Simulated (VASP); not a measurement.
# CuI (Marshite) (F-43m) in VASP: further runs, part 2 of 2

VASP 6.6.1. Earlier steps stand in the parts before.

## Step 4: Single point, PBEsol (volume scaled by 1.02)

INCAR

```
SYSTEM = CuI
PREC = Accurate
ENCUT = 520
EDIFF = 1E-6
ISMEAR = -1
SIGMA = 0.05
LREAL = .FALSE.
LASPH = .TRUE.
NELM = 60
ALGO = Normal
ISIF = 2
LWAVE = .FALSE.
LCHARG = .FALSE.
GGA = PS
NBANDS = 16
```

KPOINTS

```
regular mesh
0
G
  8 8 8
  0 0 0
```

POSCAR

```
CuI
1.0
    0.0000000000      3.0515767440      3.0515767440
    3.0515767440      0.0000000000      3.0515767440
    3.0515767440      3.0515767440      0.0000000000
I Cu
1 1
Direct
    0.0000000000      0.0000000000      0.0000000000
    0.7500000000      0.7500000000      0.7500000000
```

Potentials or basis: VASP PAW PBE potentials, release 64 (I, Cu).

Started as:

```bash
> cat potpaw_PBE.64/I/POTCAR potpaw_PBE.64/Cu/POTCAR > POTCAR
> mpirun -np 1 vasp_std > vasp.out
```

OUTCAR:

```text
SYSTEM = CuI
   PREC = Accurate
   ENCUT = 520
   EDIFF = 1E-6
   ISMEAR = -1
   LREAL = .FALSE.
   LASPH = .TRUE.
   NELM = 60
   ISIF = 2
   GGA = PS

 ion  position               nearest neighbor table
   1  0.000  0.000  0.000-   2 2.64   2 2.64   2 2.64   2 2.64
   2  0.750  0.750  0.750-   1 2.64   1 2.64   1 2.64   1 2.64

  LATTYP: Found a face centered cubic cell.
 ALAT       =     6.1031534880

  Lattice vectors:

 A1 = (   0.0000000000,   3.0515767440,   3.0515767440)
 A2 = (   3.0515767440,   0.0000000000,   3.0515767440)
 A3 = (   3.0515767440,   3.0515767440,   0.0000000000)

Analysis of symmetry for initial positions (statically):
=====================================================================
 Subroutine PRICEL returns:
 Original cell was already a primitive cell.

 Routine SETGRP: Setting up the symmetry group for a
 face centered cubic supercell.

 Subroutine GETGRP returns: Found 24 space group operations
 (whereof 24 operations were pure point group operations)
 out of a pool of 48 trial point group operations.
[... 155 lines left out ...]
  ---------------------------------------------------
  ext. energy  EPLUGINS =         0.00000000
  ---------------------------------------------------
  free energy    TOTEN  =        -6.27485977 eV

  energy without entropy =       -6.27485921  energy(sigma->0) =       -6.27485949

 E-fermi :   4.6021     XC(G=0):  -9.0484

 val. band max:        4.0707645698   @ k =   0.0000   0.0000   0.0000
 cond. band min:       5.0505893118   @ k =   0.0000   0.0000   0.0000
 fundamental gap:      0.9798247420
 Fermi energy:         4.6021327774

 k-point     1 :       0.0000    0.0000    0.0000
  band No.  band energies     occupation
      1      -9.8533      2.00000
      2       0.5147      2.00000
      3       0.5147      2.00000
      4       0.5147      2.00000
      5       2.2762      2.00000
      6       2.2762      2.00000
[... 433 lines left out ...]
      3      -0.0240      2.00000
      4       0.4828      2.00000
      5       2.2134      2.00000
      6       2.2869      2.00000
[... 8 lines left out ...]
     15      14.6744      0.00000
     16      15.2516      0.00000

 [... further k-points ...]
[... 5 lines left out ...]
  --------------------------------------------------------------------------------------
  -------------------------------------------------------------------------------------
  Total       -1.0058760     -1.0058760     -1.0058760      0.0000000      0.0000000      0.0000000
  in kB      -28.3564673    -28.3564673    -28.3564673      0.0000000      0.0000000      0.0000000
  external PRESSURE =     -28.3564673 kB  Pullay stress =       0.0000000 kB

 VOLUME and BASIS-vectors are now :
 -----------------------------------------------------------------------------
  energy-cutoff  :      520.00
  volume of cell :       56.83
      direct lattice vectors                 reciprocal lattice vectors
     0.000000000  3.051576744  3.051576744    -0.163849722  0.163849722  0.163849722
     3.051576744  0.000000000  3.051576744     0.163849722 -0.163849722  0.163849722
     3.051576744  3.051576744  0.000000000     0.163849722  0.163849722 -0.163849722

 POSITION                                       TOTAL-FORCE (eV/Angst)
 -----------------------------------------------------------------------------------
      0.00000      0.00000      0.00000        -0.000000     -0.000000     -0.000000
      4.57737      4.57737      4.57737         0.000000      0.000000      0.000000
 -----------------------------------------------------------------------------------
    total drift:                               -0.000001     -0.000001     -0.000000

  FREE ENERGIE OF THE ION-ELECTRON SYSTEM (eV)
  ---------------------------------------------------
  free  energy   TOTEN  =        -6.2748597700 eV

  energy  without entropy=       -6.2748592060  energy(sigma->0) =       -6.27485949
```

OSZICAR:

```text
N       E                     dE             d eps       ncg     rms          rms(c)
DAV:   1     0.905478536483E+02    0.90548E+02   -0.74170E+03   928   0.117E+03
DAV:   2    -0.722172542403E+00   -0.91270E+02   -0.82838E+02   976   0.223E+02
DAV:   3    -0.638708282296E+01   -0.56649E+01   -0.55763E+01  1264   0.584E+01
DAV:   4    -0.654904182387E+01   -0.16196E+00   -0.16187E+00  1040   0.943E+00
DAV:   5    -0.655796879854E+01   -0.89270E-02   -0.89267E-02  1456   0.247E+00    0.566E+00
DAV:   6    -0.647776587399E+01    0.80203E-01   -0.36197E+00   928   0.497E+01    0.366E+00
DAV:   7    -0.627684511114E+01    0.20092E+00   -0.83623E-01   944   0.306E+01    0.155E+00
DAV:   8    -0.627817355948E+01   -0.13284E-02   -0.52741E-02  1440   0.388E+00    0.566E-01
DAV:   9    -0.627484565793E+01    0.33279E-02   -0.10936E-02  1152   0.289E+00    0.221E-01
DAV:  10    -0.627491471144E+01   -0.69054E-04   -0.56694E-04  1152   0.161E-01    0.163E-01
DAV:  11    -0.627484866045E+01    0.66051E-04   -0.36705E-04  1152   0.590E-01    0.193E-02
DAV:  12    -0.627486015956E+01   -0.11499E-04   -0.78049E-05  1496   0.101E-01    0.416E-02
DAV:  13    -0.627485976997E+01    0.38959E-06   -0.10011E-06   816   0.997E-03
   1 F= -.62748598E+01 E0= -.62748595E+01  d E =-.563964E-06
```

It took 8.8 s on 1 thread of Intel Xeon 6975P-C (Granite Rapids), shared host; peak memory 0.18 GiB.

Results:

```yaml
Free_energy: -6.2749 eV
Pressure: -2.8 GPa
Band_gap_on_the_k_mesh: 0.98 eV, direct
```

Caveat: the PAW data sets were made with another functional, which shifts forces and pressure a little; spin-orbit coupling is left out, which moves the levels of the heavy elements.

## Step 5: Single point, PBEsol (volume scaled by 1.04)

INCAR

```
PREC = Accurate
ENCUT = 520
EDIFF = 1E-7
ISMEAR = -1
SIGMA = 0.05
LREAL = False
LASPH = True
NELM = 80
ALGO = Normal
ISIF = 2
LWAVE = False
LCHARG = False
GGA = PS
NBANDS = 16
```

KPOINTS

```
Automatic mesh
0
Gamma
  8 8 8
```

POSCAR

```
CuI
1.0
    0.0000000000      3.0713927327      3.0713927327
    3.0713927327      0.0000000000      3.0713927327
    3.0713927327      3.0713927327      0.0000000000
I Cu
1 1
Direct
    0.0000000000      0.0000000000      0.0000000000
    0.7500000000      0.7500000000      0.7500000000
```

Started as:

```bash
> cat potpaw_PBE.64/I/POTCAR potpaw_PBE.64/Cu/POTCAR > POTCAR
> mpirun -np 1 vasp_std > vasp.out
```

Run time: 11 s. Hardware: 1 thread of Intel Xeon 6975P-C (Granite Rapids), shared host; peak memory 0.19 GiB.

Results (log left out):

```
Free energy            : -6.2509 eV
Pressure               : -3.8 GPa
Band gap on the k mesh : 0.93 eV, direct
```

Levels at points of the mesh, in eV from the valence-band top:
```
           k point  band 7  band 8  band 9  band 10  band 11  band 12
(0.00, 0.00, 0.00)    0.00    0.00    0.00     0.93     4.87     4.87
(0.50, 0.00, 0.00)   -1.65   -0.66   -0.66     2.05     5.38     5.38
(0.50, 0.50, 0.00)   -1.64   -1.38   -1.38     2.68     2.86     8.81
```

Caveat: the PAW data sets were made with another functional, which shifts forces and pressure a little; spin-orbit coupling is left out, which moves the levels of the heavy elements.

## Step 6: The runs side by side

| cell | gap on the mesh (eV) | pressure (GPa) |
| --- | --- | --- |
| a = 4.229 Å, angles 60.0°, 2 atoms | 1.14 | -0.9 |
| a = 4.258 Å, angles 60.0°, 2 atoms | 1.08 | -1.4 |
| a = 4.316 Å, angles 60.0°, 2 atoms | 0.98 | -2.8 |
| a = 4.344 Å, angles 60.0°, 2 atoms | 0.93 | -3.8 |

Alike in all rows: task single point; level PBEsol; potentials or basis VASP PAW PBE potentials, release 64 (I, Cu); no spin polarisation; k mesh 8 × 8 × 8; cutoff (eV) 520; smearing fermi-dirac 0.05 eV.

Caveats: the PAW data sets were made with another functional, which shifts forces and pressure a little; spin-orbit coupling is left out, which moves the levels of the heavy elements.

Absolute energies hang on the potentials; compare differences alone.
